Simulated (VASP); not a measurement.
# O (Fmmm) in VASP: further runs, part 2 of 2

VASP 6.6.1. The steps go on from the part before.

## (3) Single point, PBEsol (13.24 Å³/atom)

This run uses another cell than the first one, of 13.24 Å³/atom.

INCAR reads:

```
ALGO = Normal ; EDIFF = 1E-6
ENCUT = 600 ; GGA = PS
GGA_COMPAT = False ; ISIF = 2
ISMEAR = 0 ; LASPH = True
LCHARG = True ; LELF = True
LREAL = False ; LVHAR = True
LWAVE = False ; NBANDS = 13
NELM = 120 ; PREC = Accurate
SIGMA = 0.15
```

KPOINTS reads:

```
k-points
0
Gamma
  22 22 22
```

POSCAR reads:

```
O
1.0
    0.0000000000      1.7669746876      4.2248342216
    1.7730327516      0.0000000000      4.2248342216
    1.7730327516      1.7669746876      0.0000000000
O
2
Direct
    0.0675080576      0.0675080576      0.9324919424
    0.9324919424      0.9324919424      0.0675080576
```

Potentials or basis: VASP PAW PBE potentials, release 64 (O).

Started as:

```console
cat potpaw_PBE.64/O/POTCAR > POTCAR
mpirun -np 1 vasp_std > vasp.out
```

OUTCAR:

```text
EDIFF = 1E-6
   ENCUT = 600
   GGA = PS
   ISIF = 2
   ISMEAR = 0
   LASPH = True
   LREAL = False
   NELM = 120
   PREC = Accurate

 ion  position               nearest neighbor table
   1  0.068  0.068  0.932-   2 1.14
   2  0.932  0.932  0.068-   1 1.14

  LATTYP: Found a face centered orthorhombic cell.
 ALAT       =     3.5339493752
 B/A-ratio  =     1.0034284951
 C/A-ratio  =     2.3909987230

  Lattice vectors:

 A1 = (   1.7730327516,   0.0000000000,  -4.2248342216)
 A2 = (   0.0000000000,   1.7669746876,  -4.2248342216)
 A3 = (   1.7730327516,   1.7669746876,   0.0000000000)

Analysis of symmetry for initial positions (statically):
=====================================================================
 Subroutine PRICEL returns:
 Original cell was already a primitive cell.

 Routine SETGRP: Setting up the symmetry group for a
 face centered orthorhombic supercell.

 Subroutine GETGRP returns: Found  8 space group operations
 (whereof  8 operations were pure point group operations)
 out of a pool of  8 trial point group operations.

The static configuration has the point symmetry D_2h.

Analysis of symmetry for dynamics (positions and initial velocities):
=====================================================================
 Subroutine PRICEL returns:
 Original cell was already a primitive cell.

 Routine SETGRP: Setting up the symmetry group for a
 face centered orthorhombic supercell.

 Subroutine GETGRP returns: Found  8 space group operations
 (whereof  8 operations were pure point group operations)
 out of a pool of  8 trial point group operations.

The dynamic configuration has the point symmetry D_2h.

 Subroutine INISYM returns: Found  8 space group operations
 (whereof  8 operations are pure point group operations),
 and found     1 'primitive' translations

----------------------------------------------------------------------------------------

                                     Primitive cell

  volume of cell :      26.4720

  direct lattice vectors                    reciprocal lattice vectors
     0.000000000  1.766974688  4.224834222    -0.282002687  0.282969532  0.118347839
     1.773032752  0.000000000  4.224834222     0.282002687 -0.282969532  0.118347839
     1.773032752  1.766974688  0.000000000     0.282002687  0.282969532 -0.118347839

  length of vectors
     4.579456709  4.581797610  2.503166931     0.416657512  0.416657512  0.416657512

  position of ions in fractional coordinates (direct lattice)
     0.067508058  0.067508058  0.932491942
     0.932491942  0.932491942  0.067508058

  ion indices of the primitive-cell ions
   primitive index   ion index
                 1           1
                 2           2

----------------------------------------------------------------------------------------

 KPOINTS: k-points

Automatic generation of k-mesh.
 Grid dimensions read from file:
 generate k-points for:   22   22   22

 Generating k-lattice:

  Cartesian coordinates                     Fractional coordinates (reciprocal lattice)
    -0.012818304  0.012862251  0.005379447     0.045454545 -0.000000000  0.000000000
     0.012818304 -0.012862251  0.005379447    -0.000000000  0.045454545  0.000000000
     0.012818304  0.012862251 -0.005379447     0.000000000  0.000000000  0.045454545
[... 40 lines left out ...]
   number of dos      NEDOS =    301   number of ions     NIONS =      2
   total plane-waves  NPLWV =  32000
   dimension x,y,z NGX =    40 NGY =   40 NGZ =   20
   dimension x,y,z NGXF=    80 NGYF=   80 NGZF=   40
   ions per type =               2
   NGX,Y,Z   is equivalent  to a cutoff of  14.52, 14.51, 13.28 a.u.
   NGXF,Y,Z  is equivalent  to a cutoff of  29.04, 29.03, 26.57 a.u.
 SYSTEM =  unknown system
   PREC   = accura    normal or accurate (medium, high low for compatibility)
   ISTART =      0    job   : 0-new  1-cont  2-samecut
   ICHARG =      2    charge: 1-file 2-atom 10-const
   ISPIN  =      1    spin polarized calculation?
   LNONCOLLINEAR =      F non collinear calculations
   LSORBIT =      F    spin-orbit coupling
   LASPH  =      T    aspherical Exc in radial PAW
   ENCUT  =  600.0 eV  44.10 Ry    6.64 a.u.   9.15  9.15  5.00*2*pi/ulx,y,z
   NELM   =    120;   NELMIN=  2; NELMDL= -5     # of ELM steps
   EDIFF  = 0.1E-05   stopping-criterion for ELM
   LREAL  =      F    real-space projection
   EDIFFG = 0.1E-04   stopping-criterion for IOM
   NSW    =      0    number of steps for IOM
   IBRION =     -1    ionic relax: 0-MD 1-quasi-New 2-CG
   NFREE  =      0    steps in history (QN), initial steepest desc. (CG)
   ISIF   =      2    stress and relaxation
   ISYM   =      2    0-nonsym 1-usesym 2-fastsym
   POTIM  = 0.5000    time-step for ionic-motion
   TEBEG  =    0.0;   TEEND  =   0.0 temperature during run
   PSTRESS=    0.0 pullay stress
   NELECT =      12.0000    total number of electrons
   NUPDOWN=      -1.0000    fix difference up-down
   EMIN   =  10.00;   EMAX   =-10.00  energy-range for DOS
   EFERMI =   0.00;   METHOD = LEGACY
   ISMEAR =     0;   SIGMA  =   0.15  broadening in eV -4-tet -1-fermi 0-gaus
   EFERMI_NEDOS =   21; number of points for ismear=-14 and -15
   IALGO  =     38    algorithm
   IMIX   =      4    mixing-type and parameters
     AMIX     =   0.40;   BMIX     =  1.00
     AMIX_MAG =   1.60;   BMIX_MAG =  1.00
  volume/ion in A,a.u.               =      13.24        89.32
  Fermi-wavevector in a.u.,A,eV,Ry     =   1.257592  2.376504 21.518116  1.581537
  Thomas-Fermi vector in A             =   2.391243
   LORBIT       =      0    0 simple, 1 ext, 2 COOP (PROOUT), +10 PAW based schemes
   GGA     = PS    functional components
   LHFCALC =     F    Hartree Fock is set to
   AEXX    =    0.0000 exact exchange contribution
   IVDW    =     0    specifies the selected vdW correction
   LEPSILON=     F    determine dielectric tensor
   LRPA    =     F    only Hartree local field effects (RPA)
 non-spin polarized calculation
 Gauss-broadening in eV      SIGMA  =   0.15
  energy-cutoff  :      600.00
  volume of cell :       26.47
 maximum number of plane-waves:       899
 NGX is ok and might be reduce to    40
   NGX = 19   NGY = 19   NGZ =  9

 number of electron      12.0000000 magnetization

 Free energy of the ion-electron system (eV)
  ---------------------------------------------------
  ext. energy  EPLUGINS =         0.00000000
  ---------------------------------------------------
  free energy    TOTEN  =        -9.90127636 eV

  energy without entropy =       -9.88806904  energy(sigma->0) =       -9.89467270

 E-fermi :  -0.0956     XC(G=0):  -8.5942

 val. band max:       -0.0961686795   @ k =   0.3636   0.1364   0.1364
 cond. band min:      -0.0943419673   @ k =   0.2273   0.4545   0.1364
 fundamental gap:      0.0018267122
 Fermi energy:        -0.0956225695

 k-point     1 :       0.0000    0.0000    0.0000
  band No.  band energies     occupation
      1     -29.6818      2.00000
      2     -14.5944      2.00000
      3      -9.1313      2.00000
      4      -7.0582      2.00000
      5      -7.0513      2.00000
      6       1.0402      0.00000
      7       1.0460      0.00000
      8       7.7552      0.00000
      9      10.0896      0.00000
     10      12.4386      0.00000
     11      15.4904      0.00000
     12      17.7571      0.00000
     13      23.9611      0.00000
[... 354 lines left out ...]
  band No.  band energies     occupation
      1     -29.2164      2.00000
      2     -13.8773      2.00000
      3     -10.2356      2.00000
      4      -8.0254      2.00000
      5      -6.7462      2.00000
      6      -1.6792      2.00000
      7       1.3165      0.00000
      8      10.1713      0.00000
      9      12.6182      0.00000
     10      13.7335      0.00000
     11      15.7402      0.00000
     12      16.6469      0.00000
     13      21.9813      0.00000

 [... further k-points ...]

------------------------ aborting loop because EDIFF is reached ----------------------------------------

  FORCE on cell =-STRESS in cart. coord.  units (eV):
  Direction    XX          YY          ZZ          XY          YZ          ZX
  --------------------------------------------------------------------------------------
  -------------------------------------------------------------------------------------
  Total       -1.1147563     -1.1047665      9.7765496      0.0000000      0.0000000      0.0000000
  in kB      -67.4689204    -66.8643061    591.7107179      0.0000000      0.0000000      0.0000000
  external PRESSURE =     152.4591638 kB  Pullay stress =       0.0000000 kB

 VOLUME and BASIS-vectors are now :
 -----------------------------------------------------------------------------
  energy-cutoff  :      600.00
  volume of cell :       26.47
      direct lattice vectors                 reciprocal lattice vectors
     0.000000000  1.766974688  4.224834222    -0.282002687  0.282969532  0.118347839
     1.773032752  0.000000000  4.224834222     0.282002687 -0.282969532  0.118347839
     1.773032752  1.766974688  0.000000000     0.282002687  0.282969532 -0.118347839

 POSITION                                       TOTAL-FORCE (eV/Angst)
 -----------------------------------------------------------------------------------
      1.77303      1.76697      0.57042         0.000000      0.000000      8.634860
      1.77303      1.76697      7.87925         0.000000      0.000000     -8.634860
 -----------------------------------------------------------------------------------
    total drift:                                0.000000      0.000000      0.000000

  FREE ENERGIE OF THE ION-ELECTRON SYSTEM (eV)
  ---------------------------------------------------
  free  energy   TOTEN  =        -9.9012763640 eV

  energy  without entropy=       -9.8880690389  energy(sigma->0) =       -9.89467270
```

OSZICAR:

```text
N       E                     dE             d eps       ncg     rms          rms(c)
DAV:   1     0.455058112437E+02    0.45506E+02   -0.66725E+03 39996   0.937E+02
DAV:   2    -0.850067732338E+01   -0.54006E+02   -0.51893E+02 50209   0.196E+02
DAV:   3    -0.102462060868E+02   -0.17455E+01   -0.17225E+01 47475   0.329E+01
DAV:   4    -0.102524465453E+02   -0.62405E-02   -0.62398E-02 45005   0.230E+00
DAV:   5    -0.102524742668E+02   -0.27721E-04   -0.27721E-04 48105   0.149E-01    0.463E+00
DAV:   6    -0.996892183876E+01    0.28355E+00   -0.21234E-01 45565   0.447E+00    0.244E+00
DAV:   7    -0.989904995597E+01    0.69872E-01   -0.20337E-01 47285   0.427E+00    0.482E-01
DAV:   8    -0.990124009402E+01   -0.21901E-02   -0.16723E-02 40835   0.110E+00    0.816E-02
DAV:   9    -0.990126234320E+01   -0.22249E-04   -0.21033E-04 48610   0.132E-01    0.278E-02
DAV:  10    -0.990127460665E+01   -0.12263E-04   -0.27071E-05 40745   0.506E-02    0.728E-03
DAV:  11    -0.990127687833E+01   -0.22717E-05   -0.77929E-06 41955   0.225E-02    0.562E-03
DAV:  12    -0.990127636403E+01    0.51430E-06   -0.61374E-07 33768   0.768E-03
   1 F= -.99012764E+01 E0= -.98946727E+01  d E =-.132073E-01
```

stdout:

```text
POSCAR found type information on POSCAR O
 POSCAR found :  1 types and       2 ions
 scaLAPACK will be used
 -----------------------------------------------------------------------------
|                                                                             |
|                                                                             |
|     You enforced a specific xc type in the INCAR file but a different       |
|     I HOPE YOU KNOW WHAT YOU ARE DOING!                                     |
|                                                                             |
 -----------------------------------------------------------------------------

 LDA part: xc-table for (Slater+PW92), standard interpolation
 POSCAR, INCAR and KPOINTS ok, starting setup
 FFT: planning ... GRIDC
 FFT: planning ... GRID_SOFT
 FFT: planning ... GRID
 WAVECAR not read
 entering main loop
```

Wall time 5.1 min (1 thread of AMD EPYC 9R45 (Zen 5), shared host); peak memory 0.53 GiB.

Results:

```
Free energy            : -9.9013 eV
Pressure               : 15.2 GPa
Largest force          : 8.635 eV/Å
Band gap on the k mesh : zero (bands 6 and 7 overlap by 2.04 eV)
```

Forces on the atoms (eV/Å):
```
O    0.000  0.000  8.635
O    0.000  0.000 -8.635
```

Levels at points of the mesh, in eV from the Fermi level:
| k point | band 4 | band 5 | band 6 | band 7 | band 8 | band 9 |
| --- | --- | --- | --- | --- | --- | --- |
| (0.00, 0.00, 0.00) | -6.96 | -6.96 | 1.14 | 1.14 | 7.85 | 10.19 |
| (0.50, 0.00, 0.00) | -7.93 | -6.65 | -1.58 | 1.41 | 10.24 | 12.88 |
| (0.50, 0.50, 0.00) | -6.97 | -6.97 | 1.18 | 1.19 | 6.35 | 8.89 |
| (0.50, 0.00, 0.50) | -9.37 | -7.29 | -0.96 | -0.76 | 10.10 | 12.44 |
| (0.00, 0.50, 0.50) | -9.36 | -7.29 | -0.94 | -0.78 | 10.10 | 12.46 |

Caveat: the standard files for N, O and F lose accuracy on very short bonds; spin is off for a triplet molecule; the stress differs along the axes, from -7 to 59 GPa; this functional lacks dispersion, which holds the molecules together, so the pressure and a relaxed volume are unreliable; the PAW data sets were made with another functional, which shifts forces and pressure a little.

## (4) Single point, PBEsol (13.24 Å³/atom)

This run uses another cell than the first one, of 13.24 Å³/atom.

INCAR reads:

```
PREC = Accurate
ENCUT = 600
EDIFF = 1E-6
ISMEAR = 0
SIGMA = 0.15
LREAL = False
LASPH = True
NELM = 120
ALGO = Normal
ISIF = 2
LWAVE = False
LCHARG = True
GGA = PS
LELF = True
LVHAR = True
NBANDS = 13
GGA_COMPAT = False
```

KPOINTS reads:

```
regular mesh
0
Gamma
  22 22 22
```

POSCAR reads:

```
O
1.0
    0.0000000000      1.7318095724      4.3981502023
    1.7377470730      0.0000000000      4.3981502023
    1.7377470730      1.7318095724      0.0000000000
O
2
Direct
    0.0675080576      0.0675080576      0.9324919424
    0.9324919424      0.9324919424      0.0675080576
```

Started as:

```console
cat potpaw_PBE.64/O/POTCAR > POTCAR
mpirun -np 1 vasp_std > vasp.out
```

Run time: 4.9 min. Hardware: 1 thread of AMD EPYC 9R45 (Zen 5), shared host; peak memory 0.53 GiB.

It converged, with:

```yaml
Free_energy: -10.2071 eV
Pressure: 3.9 GPa
Largest_force: 3.141 eV/Å
Band_gap_on_the_k_mesh: zero (bands 6 and 7 overlap by 2.22 eV)
```

Forces on the atoms (eV/Å):
```
O    0.000  0.000  3.141
O    0.000  0.000 -3.141
```

Stress tensor (GPa, compression positive):
```
-5.19  0.00  0.00
 0.00 -5.14  0.00
 0.00  0.00 22.04
```

Levels at points of the mesh, in eV from the Fermi level:
| k point | band 2 | band 3 | band 4 | band 5 | band 6 | band 7 | band 8 | band 9 | band 10 | band 11 |
| --- | --- | --- | --- | --- | --- | --- | --- | --- | --- | --- |
| (0.00, 0.00, 0.00) | -14.63 | -8.52 | -5.85 | -5.84 | 1.25 | 1.25 | 8.16 | 10.53 | 10.78 | 15.84 |
| (0.50, 0.00, 0.00) | -13.77 | -9.47 | -7.42 | -5.48 | -1.73 | 1.54 | 9.83 | 13.18 | 13.33 | 16.86 |
| (0.50, 0.50, 0.00) | -14.81 | -8.06 | -5.85 | -5.85 | 1.28 | 1.28 | 6.04 | 9.64 | 13.05 | 18.43 |
| (0.50, 0.00, 0.50) | -12.96 | -8.59 | -8.58 | -6.75 | -1.02 | -0.88 | 10.63 | 11.21 | 16.54 | 16.78 |
| (0.00, 0.50, 0.50) | -12.96 | -8.61 | -8.56 | -6.76 | -1.00 | -0.89 | 10.62 | 11.22 | 16.56 | 16.70 |

Caveat: the standard files for N, O and F lose accuracy on very short bonds; spin is off for a triplet molecule; the stress differs along the axes, from -5 to 22 GPa; this functional lacks dispersion, which holds the molecules together, so the pressure and a relaxed volume are unreliable; the PAW data sets were made with another functional, which shifts forces and pressure a little.

## (5) Overview

```tsv
cell	gap on the mesh (eV)	pressure (GPa)	largest force (eV/Å)
a = 4.920, b = 4.922, c = 2.297 Å, angles 76.5, 76.5, 27.0°, 2 atoms	none	-3.9	2.16
a = 4.579, b = 4.582, c = 2.503 Å, angles 74.1, 74.2, 31.7°, 2 atoms	none	15.2	8.63
a = 4.727, b = 4.729, c = 2.453 Å, angles 74.9, 75.0, 30.1°, 2 atoms	none	3.9	3.14
```

Alike in all rows: task single point; level PBEsol; potentials or basis VASP PAW PBE potentials, release 64 (O); no spin polarisation; k mesh 22 × 22 × 22; cutoff (eV) 600; smearing gaussian 0.15 eV.

Caveats: the standard files for N, O and F lose accuracy on very short bonds; spin is off for a triplet molecule; this functional lacks dispersion, which holds the molecules together, so the pressure and a relaxed volume are unreliable; the PAW data sets were made with another functional, which shifts forces and pressure a little; the stress differs along the axes, from -18 to 3 GPa (at least some runs); the stress differs along the axes, from -7 to 59 GPa (at least some runs); the stress differs along the axes, from -5 to 22 GPa (at least some runs).

Total energies depend on the potentials used, so only differences within one code and one set of settings carry meaning.
